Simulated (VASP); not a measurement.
Wanted: the native input for a VASP 6.6.1 run.

```
Task                   : single point
Functional             : LDA
Potentials or basis    : VASP PAW LDA potentials, release 64 (Bi_d)
Cutoff                 : 520 eV
k mesh                 : 12 × 12 × 3
Occupations            : fermi-dirac, width 0.1 eV
Spin                   : no spin polarisation
Dipole correction      : no
Further INCAR settings : ALGO = Normal; EDIFF = 1e-07; NBANDS = 38
```

The structure of Bi lies in POSCAR:

```
Bi
1.0
    3.3489585678      0.0000000000      0.0000000000
   -1.6744792839      2.9002831959      0.0000000000
    0.0000000000      0.0000000000     11.1606979009
Bi
4
Direct
    0.0000000000      0.0000000000      0.0000000000
    0.0000000000      0.0000000000      0.5000000000
    0.3333333333      0.6666666667      0.2500000000
    0.6666666667      0.3333333333      0.7500000000
```

This isn't the form of Bi at room conditions, which is rhombohedral.

These files were run (other wordings do the same):

INCAR

```
ALGO     = Normal         # electronic algorithm
EDIFF    = 1E-7           # SCF threshold, eV
ENCUT    = 520            # plane-wave cutoff, eV
GGA      = CA             # functional
ISIF     = 2              # what is computed and relaxed
ISMEAR   = -1             # smearing method
LASPH    = True           # aspherical terms in the spheres
LCHARG   = False          # write CHGCAR
LREAL    = False          # projectors in reciprocal space
LWAVE    = False          # write WAVECAR
NBANDS   = 38             # bands
NELM     = 60             # most SCF steps
PREC     = Accurate       # precision mode
SIGMA    = 0.1            # smearing width, eV
```

KPOINTS

```
k-points
0
Gamma
  12 12 3
```

Potentials or basis: VASP PAW LDA potentials, release 64 (Bi_d).

Launch:

```bash
$ cat potpaw_LDA.64/Bi_d/POTCAR > POTCAR
$ mpirun -np 1 vasp_std > vasp.out
```

It gave:

| Property | Result |
| --- | --- |
| Pressure | 6.4 GPa |
| Band gap on the k mesh | zero (bands 30 and 31 overlap by 7.28 eV) |

Caveat: the cell stands under pressure; spin-orbit coupling is left out, which moves the levels of the heavy elements.

Run time: 110 s on 1 thread of Intel(R) Xeon(R) Platinum 8488C (Sapphire Rapids), with other jobs on the host, peak memory 0.26 GiB.
